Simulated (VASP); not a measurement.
Wanted: the native input for a VASP 6.6.1 run.

* Task: single point
* Functional: PBEsol
* Potentials or basis: VASP PAW PBE potentials, release 64 (Pb_d)
* Cutoff: 520 eV
* k mesh: 18 × 18 × 18
* Occupations: gaussian, width 0.15 eV
* Spin: no spin polarisation
* Dipole correction: no
* Further INCAR settings: ALGO = Fast; EDIFF = 1e-06; NBANDS = 13

The structure of Pb lies in POSCAR:

```
Pb
1.0
   -0.2607286831      2.3465581477      2.3465581477
    2.3465581477     -0.2607286831      2.3465581477
    2.3465581477      2.3465581477     -0.2607286831
Pb
1
Direct
    0.0000000000      0.0000000000      0.0000000000
```

This cell differs from its parent crystal: ratio of the length along [111] to the lengths across it x 0.85, volume and fractional coordinates fixed.

The input as run:

INCAR

```
PREC = Accurate
ENCUT = 520
EDIFF = 1E-6
ISMEAR = 0
SIGMA = 0.15
LREAL = F
LASPH = T
NELM = 100
ALGO = Fast
ISIF = 2
LWAVE = F
LCHARG = F
GGA = PS
NBANDS = 13
```

KPOINTS

```
Automatic mesh
0
Gamma
  18 18 18
```

Potentials or basis: VASP PAW PBE potentials, release 64 (Pb_d).

Launch:

```bash
$ cat potpaw_PBE.64/Pb_d/POTCAR > POTCAR
$ mpirun -np 1 vasp_std > vasp.out
```

Results of the run:

- Pressure: 0.7 GPa
- Band gap on the k mesh: zero (bands 7 and 8 overlap by 8.11 eV)

Caveat: the PAW data sets were made with another functional, which shifts forces and pressure a little; spin-orbit coupling is left out, which moves the levels of the heavy elements.

It took 2.6 min on 1 thread of Intel(R) Xeon(R) Platinum 8488C (Sapphire Rapids) (shared host), peak memory 0.32 GiB.
